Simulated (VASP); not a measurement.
Runs of VASP 6.6.1 on MgO2. The structure is that of space group R-3m (No. 166), or close to it. The cells are those of the table. 

```tsv
cell	gap on the mesh (eV)	pressure (GPa)	largest force (eV/Å)
a = 4.093 Å, angles 53.6°, 3 atoms	2.43	-19.2	1.10
a = 4.075 Å, angles 52.9°, 3 atoms	2.60	-18.7	1.03
a = 3.862 Å, angles 43.3°, 3 atoms	2.31	(c)	2.16
a = 4.022 Å, angles 50.8°, 3 atoms	2.99	-15.5	0.74
a = 3.833 Å, angles 41.7°, 3 atoms	(b)	61.7	3.42
a = 3.988 Å, angles 49.4°, 3 atoms	2.99	-11.7	0.45
a = 4.057 Å, angles 52.2°, 3 atoms	2.75	-17.9	0.95
a = 3.923 Å, angles 46.4°, 3 atoms	2.79	3.0	0.49
a = 3.892 Å, angles 44.8°, 3 atoms	2.59	(a)	1.21
```

Alike in all rows: task single point; level r2SCAN; potentials or basis VASP PAW PBE potentials, release 64 (Mg, O); no spin polarisation; k mesh 12 × 12 × 12; cutoff (eV) 520; smearing gaussian 0.05 eV.

Problem. Fill in the values left out.

Solution. (a) 15.9; (b) 1.92; (c) 34.7.

Caveats: the PAW data sets were made with another functional, which shifts forces and pressure a little; the cell stands under tension (at least some runs); the cell stands under pressure (at least some runs).

A k mesh can miss the band edges.
